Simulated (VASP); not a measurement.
# As (R-3m) in VASP: a series of runs

Runs on As. Level: r2SCAN. Tasks: single point.

All numbers are computed with VASP 6.6.1; they aren't measurements. Logs are shortened: lines on timing, memory, paths and dates and some standing lists are left out, and cuts for length are marked.

**1. The cell of the first run**

It takes space group R-3m (No. 166, trigonal). Conventional cell: a = 3.384 Å, b = 3.384 Å, c = 10.457 Å, α = 90.00°, β = 90.00°, γ = 120.00°. Within 3.1 Å of As (site symmetry 3m) lie 6 As at 2.33 to 2.95 Å.

**2. Single point, r2SCAN (strain -0.1000 x Voigt [1, 1, 0, 0, 0, 0])**

The input, POSCAR:

```
As
1.0
    1.6917745118      0.9767464698      3.4857700000
   -1.6917745118      0.9767464698      3.4857700000
    0.0000000000     -1.9534929395      3.4857700000
As
2
Direct
    0.2275400000      0.2275400000      0.2275400000
    0.7724600000      0.7724600000      0.7724600000
```

The input, INCAR.step1:

```
SYSTEM = As
PREC     = Accurate       ! precision mode
ENCUT    = 520            ! plane-wave cutoff, eV
ISMEAR   = 0              ! smearing method
SIGMA    = 0.15           ! smearing width, eV
LREAL    = .False.        ! projectors in reciprocal space
LASPH    = .True.         ! aspherical terms in the spheres
NELM     = 60             ! most SCF steps
NBANDS   = 12             ! bands
GGA      = PE             ! functional
ALGO     = Normal         ! electronic algorithm
EDIFF    = 1E-4           ! SCF threshold, eV
LWAVE    = .True.         ! write WAVECAR
LCHARG   = .False.        ! write CHGCAR
```

The input, INCAR.step2:

```
SYSTEM = As
PREC     = Accurate       ! precision mode
ENCUT    = 520            ! plane-wave cutoff, eV
EDIFF    = 1E-6           ! SCF threshold, eV
ISMEAR   = 0              ! smearing method
SIGMA    = 0.15           ! smearing width, eV
LREAL    = .False.        ! projectors in reciprocal space
LASPH    = .True.         ! aspherical terms in the spheres
NELM     = 60             ! most SCF steps
ALGO     = Normal         ! electronic algorithm
ISIF     = 2              ! what is computed and relaxed
LWAVE    = .False.        ! write WAVECAR
LCHARG   = .False.        ! write CHGCAR
METAGGA  = R2SCAN         ! meta-GGA
LMIXTAU  = .True.       
NBANDS   = 12             ! bands
ISTART   = 1
```

The input, KPOINTS:

```
Automatic mesh
0
Gamma
  15 15 15
  0 0 0
```

Potentials or basis: VASP PAW PBE potentials, release 64 (As).

Run with:

```sh
$ cat potpaw_PBE.64/As/POTCAR > POTCAR
$ cp INCAR.step1 INCAR
$ mpirun -np 1 vasp_std > vasp.out
$ cp INCAR.step2 INCAR
$ mpirun -np 1 vasp_std > vasp.out
```

OUTCAR:

```text
SYSTEM = As
   PREC = Accurate
   ENCUT = 520
   EDIFF = 1E-6
   ISMEAR = 0
   LREAL = .False.
   LASPH = .True.
   NELM = 60
   ISIF = 2
   METAGGA = R2SCAN
   ISTART = 1

 ion  position               nearest neighbor table
   1  0.228  0.228  0.228-   2 2.33   2 2.33   2 2.33
   2  0.772  0.772  0.772-   1 2.33   1 2.33   1 2.33

  LATTYP: Found a trigonal (rhomboedric) cell.
 ALAT       =     3.9958387302
 COS(alpha) =     0.6414918386

  Lattice vectors:

 A1 = (   1.6917745118,   0.9767464698,   3.4857700000)
 A2 = (  -1.6917745118,   0.9767464698,   3.4857700000)
 A3 = (   0.0000000000,  -1.9534929395,   3.4857700000)

Analysis of symmetry for initial positions (statically):
=====================================================================
 Subroutine PRICEL returns:
 Original cell was already a primitive cell.

 Routine SETGRP: Setting up the symmetry group for a
 trigonal (rhombohedral) supercell.

 Subroutine GETGRP returns: Found 12 space group operations
 (whereof 12 operations were pure point group operations)
 out of a pool of 12 trial point group operations.

The static configuration has the point symmetry D_3d.

Analysis of symmetry for dynamics (positions and initial velocities):
=====================================================================
 Subroutine PRICEL returns:
 Original cell was already a primitive cell.

 Routine SETGRP: Setting up the symmetry group for a
 trigonal (rhombohedral) supercell.

 Subroutine GETGRP returns: Found 12 space group operations
 (whereof 12 operations were pure point group operations)
 out of a pool of 12 trial point group operations.

The dynamic configuration has the point symmetry D_3d.

 Subroutine INISYM returns: Found 12 space group operations
 (whereof 12 operations are pure point group operations),
 and found     1 'primitive' translations

----------------------------------------------------------------------------------------

                                     Primitive cell

  volume of cell :      34.5600

  direct lattice vectors                    reciprocal lattice vectors
     1.691774512  0.976746470  3.485770000     0.295547661  0.170634522  0.095626887
    -1.691774512  0.976746470  3.485770000    -0.295547661  0.170634522  0.095626887
     0.000000000 -1.953492940  3.485770000     0.000000000 -0.341269043  0.095626887

  length of vectors
     3.995838730  3.995838730  3.995838730     0.354413687  0.354413687  0.354413687

  position of ions in fractional coordinates (direct lattice)
     0.227540000  0.227540000  0.227540000
     0.772460000  0.772460000  0.772460000

  ion indices of the primitive-cell ions
   primitive index   ion index
                 1           1
                 2           2

----------------------------------------------------------------------------------------

 KPOINTS: Automatic mesh

Automatic generation of k-mesh.
 Grid dimensions read from file:
 generate k-points for:   15   15   15

 Generating k-lattice:

  Cartesian coordinates                     Fractional coordinates (reciprocal lattice)
     0.019703177  0.011375635  0.006375126     0.066666667  0.000000000 -0.000000000
    -0.019703177  0.011375635  0.006375126     0.000000000  0.066666667 -0.000000000
     0.000000000 -0.022751270  0.006375126     0.000000000  0.000000000  0.066666667

  Length of vectors
     0.023627579  0.023627579  0.023627579

  Shift w.r.t. Gamma in fractional coordinates (k-lattice)
     0.000000000  0.000000000  0.000000000

 Subroutine IBZKPT returns following result:
 ===========================================

 Found    344 irreducible k-points:

 Following reciprocal coordinates:
            Coordinates               Weight
  0.000000  0.000000  0.000000      1.000000
  0.066667  0.000000  0.000000      6.000000
  0.133333  0.000000  0.000000      6.000000
  0.200000  0.000000 -0.000000      6.000000
  0.266667  0.000000  0.000000      6.000000
  0.333333  0.000000  0.000000      6.000000
[... 16 lines left out ...]
  0.133333  0.133333  0.000000      6.000000
  0.200000  0.133333 -0.000000     12.000000
 [... further k-points ...]
   k-points           NKPTS =    344   k-points in BZ     NKDIM =    344   number of bands    NBANDS=     12
   number of dos      NEDOS =    301   number of ions     NIONS =      2
   total plane-waves  NPLWV =  27000
   dimension x,y,z NGX =    30 NGY =   30 NGZ =   30
   dimension x,y,z NGXF=    60 NGYF=   60 NGZF=   60
   ions per type =               2
   NGX,Y,Z   is equivalent  to a cutoff of  12.48, 12.48, 12.48 a.u.
   NGXF,Y,Z  is equivalent  to a cutoff of  24.96, 24.96, 24.96 a.u.
 SYSTEM =  As
   PREC   = accura    normal or accurate (medium, high low for compatibility)
   ISTART =      1    job   : 0-new  1-cont  2-samecut
   ICHARG =      0    charge: 1-file 2-atom 10-const
   ISPIN  =      1    spin polarized calculation?
   LNONCOLLINEAR =      F non collinear calculations
[... 14 lines left out ...]
   EFERMI_NEDOS =   21; number of points for ismear=-14 and -15
   IALGO  =     38    algorithm
   IMIX   =      4    mixing-type and parameters
     AMIX     =   0.40;   BMIX     =  1.00
     AMIX_MAG =   1.60;   BMIX_MAG =  1.00
  volume/ion in A,a.u.               =      17.28       116.61
  Fermi-wavevector in a.u.,A,eV,Ry     =   1.082805  2.046204 15.952363  1.172466
  Thomas-Fermi vector in A             =   2.218855
   LORBIT       =      0    0 simple, 1 ext, 2 COOP (PROOUT), +10 PAW based schemes
   METAGGA = R2SCAN    functional components
   LHFCALC =     F    Hartree Fock is set to
   AEXX    =    0.0000 exact exchange contribution
   IVDW    =     0    specifies the selected vdW correction
   LEPSILON=     F    determine dielectric tensor
   LRPA    =     F    only Hartree local field effects (RPA)
 non-spin polarized calculation
 Gauss-broadening in eV      SIGMA  =   0.15
  energy-cutoff  :      520.00
  volume of cell :       34.56
 maximum number of plane-waves:       952
 NGX is ok and might be reduce to    30
   NGX = 15   NGY = 15   NGZ = 15

 number of electron       9.9999999 magnetization

 Free energy of the ion-electron system (eV)
  ---------------------------------------------------
  ext. energy  EPLUGINS =         0.00000000
  ---------------------------------------------------
  free energy    TOTEN  =       -28.58705691 eV

  energy without entropy =      -28.58340874  energy(sigma->0) =      -28.58523283

 E-fermi :   8.1439     XC(G=0): -11.4425

 val. band max:        8.1314768656   @ k =  -0.4000   0.4667   0.4000
 cond. band min:       8.1494492887   @ k =  -0.1333   0.4667   0.1333
 fundamental gap:      0.0179724231
 Fermi energy:         8.1439385852

 k-point     1 :       0.0000    0.0000    0.0000
  band No.  band energies     occupation
      1     -10.0795      2.00000
      2       2.5041      2.00000
      3       3.4908      2.00000
      4       6.0379      2.00000
      5       6.0379      2.00000
      6      10.6564      0.00000
      7      11.6116      0.00000
      8      11.6116      0.00000
      9      15.8833      0.00000
     10      15.8833      0.00000
     11      16.6691      0.00000
     12      17.9625      0.00000

 k-point     2 :       0.0667    0.0000    0.0000
  band No.  band energies     occupation
      1      -9.9985      2.00000
      2       2.2173      2.00000
      3       3.7060      2.00000
      4       5.6398      2.00000
      5       5.9375      2.00000
      6      10.9861      0.00000
      7      11.5141      0.00000
      8      11.5964      0.00000
      9      15.1357      0.00000
     10      15.6705      0.00000
     11      15.9051      0.00000
     12      18.4302      0.00000

 k-point     3 :       0.1333    0.0000    0.0000
  band No.  band energies     occupation
      1      -9.7561      2.00000
      2       1.5419      2.00000
      3       3.9133      2.00000
      4       5.1268      2.00000
      5       5.6782      2.00000
      6      10.7395      0.00000
      7      11.4377      0.00000
      8      11.7553      0.00000
      9      14.4085      0.00000
     10      15.1817      0.00000
     11      15.6769      0.00000
     12      19.7627      0.00000
[... 286 lines left out ...]
 k-point    23 :       0.1333    0.1333    0.0000
  band No.  band energies     occupation
      1      -9.7002      2.00000
      2       1.0810      2.00000
      3       3.8100      2.00000
      4       5.3099      2.00000
      5       6.0096      2.00000
      6       9.9227      0.00000
      7      11.5199      0.00000
      8      12.3238      0.00000
      9      14.4479      0.00000
     10      15.9472      0.00000
     11      16.3822      0.00000
     12      18.7285      0.00000

 k-point    24 :       0.2000    0.1333   -0.0000
  band No.  band energies     occupation
      1      -9.4319      2.00000
      2       0.6042      2.00000
      3       3.2960      2.00000
      4       4.9009      2.00000
      5       6.2618      2.00000
      6       9.5059      0.00000
      7      11.6890      0.00000
      8      12.2802      0.00000
      9      14.1109      0.00000
     10      15.9914      0.00000
     11      17.2910      0.00000
     12      19.1039      0.00000

 [... further k-points ...]
[... 5 lines left out ...]
  --------------------------------------------------------------------------------------
  -------------------------------------------------------------------------------------
  Total        7.3425712      7.3425712      5.3360510     -0.0000000      0.0000000      0.0000000
  in kB      340.3959980    340.3959980    247.3752527     -0.0000000      0.0000000      0.0000000
  external PRESSURE =     309.3890829 kB  Pullay stress =       0.0000000 kB

 VOLUME and BASIS-vectors are now :
 -----------------------------------------------------------------------------
  energy-cutoff  :      520.00
  volume of cell :       34.56
      direct lattice vectors                 reciprocal lattice vectors
     1.691774512  0.976746470  3.485770000     0.295547661  0.170634522  0.095626887
    -1.691774512  0.976746470  3.485770000    -0.295547661  0.170634522  0.095626887
     0.000000000 -1.953492940  3.485770000     0.000000000 -0.341269043  0.095626887

 POSITION                                       TOTAL-FORCE (eV/Angst)
 -----------------------------------------------------------------------------------
      0.00000      0.00000      2.37946         0.000000      0.000000      1.875260
      0.00000      0.00000      8.07785         0.000000     -0.000000     -1.875260
 -----------------------------------------------------------------------------------
    total drift:                               -0.000000      0.000000     -0.000000

  FREE ENERGIE OF THE ION-ELECTRON SYSTEM (eV)
  ---------------------------------------------------
  free  energy   TOTEN  =       -28.5870569141 eV

  energy  without entropy=      -28.5834087404  energy(sigma->0) =      -28.58523283
```

It took 7.5 min on 1 thread of Intel Xeon 6975P-C, shared host; peak memory 0.26 GiB.

What came out:

```
Free energy            : -28.5871 eV
Pressure               : 30.9 GPa
Largest force          : 1.875 eV/Å
Band gap on the k mesh : zero (band 5 reaches 9.53 eV, above the bottom of band 6 at 7.49 eV)
```

Forces on the atoms (eV/Å):
```
As   0.000  0.000  1.875
As   0.000  0.000 -1.875
```

Caveat: the cell differs from its parent crystal (strain -0.1000 x Voigt [1, 1, 0, 0, 0, 0]); the PAW data sets were made with another functional, which shifts forces and pressure a little.

**3. Single point, r2SCAN (strain -0.0500 x Voigt [1, 1, 0, 0, 0, 0])**

The input, POSCAR:

```
As
1.0
    1.7857619846      1.0310101625      3.4857700000
   -1.7857619846      1.0310101625      3.4857700000
    0.0000000000     -2.0620203251      3.4857700000
As
2
Direct
    0.2275400000      0.2275400000      0.2275400000
    0.7724600000      0.7724600000      0.7724600000
```

The input, INCAR.step1:

```
SYSTEM = As
PREC = Accurate
ENCUT = 520
ISMEAR = 0
SIGMA = 0.15
LREAL = .FALSE.
LASPH = .TRUE.
NELM = 100
NBANDS = 12
GGA = PE
ALGO = Normal
EDIFF = 1E-4
LWAVE = .TRUE.
LCHARG = .FALSE.
```

The input, INCAR.step2:

```
SYSTEM = As
PREC = Accurate
ENCUT = 520
EDIFF = 1E-6
ISMEAR = 0
SIGMA = 0.15
LREAL = .FALSE.
LASPH = .TRUE.
NELM = 100
ALGO = Normal
ISIF = 2
LWAVE = .FALSE.
LCHARG = .TRUE.
METAGGA = R2SCAN
LMIXTAU = .TRUE.
LELF = .TRUE.
LVHAR = .TRUE.
NBANDS = 12
ISTART = 1
```

The input, KPOINTS:

```
Automatic mesh
0
G
  15 15 15
  0 0 0
```

Potentials or basis: VASP PAW PBE potentials, release 64 (As).

Run with:

```sh
$ cat potpaw_PBE.64/As/POTCAR > POTCAR
$ cp INCAR.step1 INCAR
$ mpirun -np 1 vasp_std > vasp.out
$ cp INCAR.step2 INCAR
$ mpirun -np 1 vasp_std > vasp.out
```

It took 6.8 min on 1 thread of Intel Xeon 6975P-C, shared host; peak memory 0.27 GiB.

The run converged. Its results:

| Property | Result |
| --- | --- |
| Free energy | -29.1669 eV |
| Pressure | 13.2 GPa |
| Largest force | 0.724 eV/Å |
| Band gap on the k mesh | zero (band 5 reaches 7.43 eV, above the bottom of band 6 at 6.59 eV) |

Forces in eV/Å, atoms in the order of the input:
```
As   0.000  0.000  0.724
As   0.000  0.000 -0.724
```

Stress tensor (GPa, compression positive):
```
14.77  0.00  0.00
 0.00 14.77  0.00
 0.00  0.00 10.17
```

Levels at points of the mesh, in eV from the Fermi level:
```csv
k point,band 3,band 4,band 5,band 6,band 7,band 8
"(0.00, 0.00, 0.00)",-3.79,-2.43,-2.43,1.84,3.04,3.04
```

Caveat: the cell differs from its parent crystal (strain -0.0500 x Voigt [1, 1, 0, 0, 0, 0]); the PAW data sets were made with another functional, which shifts forces and pressure a little.

**4. Single point, r2SCAN (strain +0.0250 x Voigt [1, 1, 0, 0, 0, 0])**

The input, POSCAR:

```
As
1.0
    1.9267431939      1.1124057017      3.4857700000
   -1.9267431939      1.1124057017      3.4857700000
    0.0000000000     -2.2248114034      3.4857700000
As
2
Direct
    0.2275400000      0.2275400000      0.2275400000
    0.7724600000      0.7724600000      0.7724600000
```

The input, INCAR.step1:

```
SYSTEM = As
PREC = Accurate ; ENCUT = 520
ISMEAR = 0 ; SIGMA = 0.15
LREAL = .False. ; LASPH = .True.
NELM = 80 ; NBANDS = 12
GGA = PE ; ALGO = Normal
EDIFF = 1E-4 ; LWAVE = .True.
LCHARG = .False.
```

The input, INCAR.step2:

```
SYSTEM = As
PREC = Accurate ; ENCUT = 520
EDIFF = 1E-6 ; ISMEAR = 0
SIGMA = 0.15 ; LREAL = .False.
LASPH = .True. ; NELM = 80
ALGO = Normal ; ISIF = 2
LWAVE = .False. ; LCHARG = .False.
METAGGA = R2SCAN ; LMIXTAU = .True.
NBANDS = 12 ; ISTART = 1
```

The input, KPOINTS:

```
Automatic mesh
0
Gamma
  15 15 15
  0 0 0
```

Run with:

```sh
$ cat potpaw_PBE.64/As/POTCAR > POTCAR
$ cp INCAR.step1 INCAR
$ mpirun -np 1 vasp_std > vasp.out
$ cp INCAR.step2 INCAR
$ mpirun -np 1 vasp_std > vasp.out
```

Wall time 4.8 min (1 thread of Intel Xeon 6975P-C, shared host); peak memory 0.3 GiB.

Results (log left out):

```
Free energy            : -29.3626 eV
Pressure               : -2.3 GPa
Largest force          : 0.228 eV/Å
Band gap on the k mesh : zero (band 5 reaches 4.98 eV, above the bottom of band 6 at 4.80 eV)
```

Forces on the atoms (eV/Å):
```
As   0.000  0.000 -0.228
As   0.000  0.000  0.228
```

Stress tensor (GPa, compression positive):
```
-3.20  0.00  0.00
 0.00 -3.20  0.00
 0.00  0.00 -0.44
```

Levels at points of the mesh, in eV from the Fermi level:
```tsv
k point	band 2	band 3	band 4	band 5	band 6	band 7	band 8	band 9
(0.00, 0.00, 0.00)	-6.12	-2.41	-2.26	-2.26	1.80	2.95	2.95	7.09
```

Caveat: the cell differs from its parent crystal (strain +0.0250 x Voigt [1, 1, 0, 0, 0, 0]); the PAW data sets were made with another functional, which shifts forces and pressure a little.

**5. Single point, r2SCAN (strain +0.0750 x Voigt [1, 1, 0, 0, 0, 0])**

The input, POSCAR:

```
As
1.0
    2.0207306668      1.1666693944      3.4857700000
   -2.0207306668      1.1666693944      3.4857700000
    0.0000000000     -2.3333387889      3.4857700000
As
2
Direct
    0.2275400000      0.2275400000      0.2275400000
    0.7724600000      0.7724600000      0.7724600000
```

The input, INCAR.step1:

```
SYSTEM = As
ALGO     = Normal         ! electronic algorithm
EDIFF    = 1E-4           ! SCF threshold, eV
ENCUT    = 520            ! plane-wave cutoff, eV
GGA      = PE             ! functional
ISMEAR   = 0              ! smearing method
LASPH    = .True.         ! aspherical terms in the spheres
LCHARG   = .False.        ! write CHGCAR
LREAL    = .False.        ! projectors in reciprocal space
LWAVE    = .True.         ! write WAVECAR
NBANDS   = 12             ! bands
NELM     = 100            ! most SCF steps
PREC     = Accurate       ! precision mode
SIGMA    = 0.15           ! smearing width, eV
```

The input, INCAR.step2:

```
SYSTEM = As
ALGO     = Normal         ! electronic algorithm
EDIFF    = 1E-6           ! SCF threshold, eV
ENCUT    = 520            ! plane-wave cutoff, eV
ISIF     = 2              ! what is computed and relaxed
ISMEAR   = 0              ! smearing method
ISTART   = 1            
LASPH    = .True.         ! aspherical terms in the spheres
LCHARG   = .True.         ! write CHGCAR
LELF     = .True.         ! ELF
LMIXTAU  = .True.       
LREAL    = .False.        ! projectors in reciprocal space
LVHAR    = .True.       
LWAVE    = .False.        ! write WAVECAR
METAGGA  = R2SCAN         ! meta-GGA
NBANDS   = 12             ! bands
NELM     = 100            ! most SCF steps
PREC     = Accurate       ! precision mode
SIGMA    = 0.15           ! smearing width, eV
```

The input, KPOINTS:

```
k-points
0
Gamma
  15 15 15
  0 0 0
```

Run with:

```sh
$ cat potpaw_PBE.64/As/POTCAR > POTCAR
$ cp INCAR.step1 INCAR
$ mpirun -np 1 vasp_std > vasp.out
$ cp INCAR.step2 INCAR
$ mpirun -np 1 vasp_std > vasp.out
```

It took 4.7 min on 1 thread of Intel Xeon 6975P-C, shared host; peak memory 0.31 GiB.

The run converged. Its results:

```
Free energy            : -29.1666 eV
Pressure               : -7.9 GPa
Largest force          : 0.531 eV/Å
Band gap on the k mesh : zero (band 5 reaches 3.73 eV, above the bottom of band 6 at 3.72 eV)
```

Forces on the atoms (eV/Å):
```
As   0.000  0.000 -0.531
As   0.000  0.000  0.531
```

Stress tensor (GPa, compression positive):
```
-10.19   0.00   0.00
  0.00 -10.19   0.00
  0.00   0.00  -3.38
```

Levels at points of the mesh, in eV from the Fermi level:
```tsv
k point	band 3	band 4	band 5	band 6	band 7	band 8
(0.00, 0.00, 0.00)	-2.01	-2.01	-1.61	1.94	3.00	3.00
```

Caveat: the cell differs from its parent crystal (strain +0.0750 x Voigt [1, 1, 0, 0, 0, 0]); the PAW data sets were made with another functional, which shifts forces and pressure a little.

**6. Overview**

| cell | gap on the mesh (eV) | pressure (GPa) | largest force (eV/Å) |
| --- | --- | --- | --- |
| a = 3.996 Å, angles 50.1°, 2 atoms | none | 30.9 | 1.88 |
| a = 4.050 Å, angles 52.3°, 2 atoms | none | 13.2 | 0.72 |
| a = 4.135 Å, angles 55.5°, 2 atoms | none | -2.3 | 0.23 |
| a = 4.195 Å, angles 57.6°, 2 atoms | none | -7.9 | 0.53 |

Alike in all rows: task single point; level r2SCAN; potentials or basis VASP PAW PBE potentials, release 64 (As); no spin polarisation; k mesh 15 × 15 × 15; cutoff (eV) 520; smearing gaussian 0.15 eV.

Caveats: the PAW data sets were made with another functional, which shifts forces and pressure a little.

Absolute energies hang on the potentials; compare differences alone.
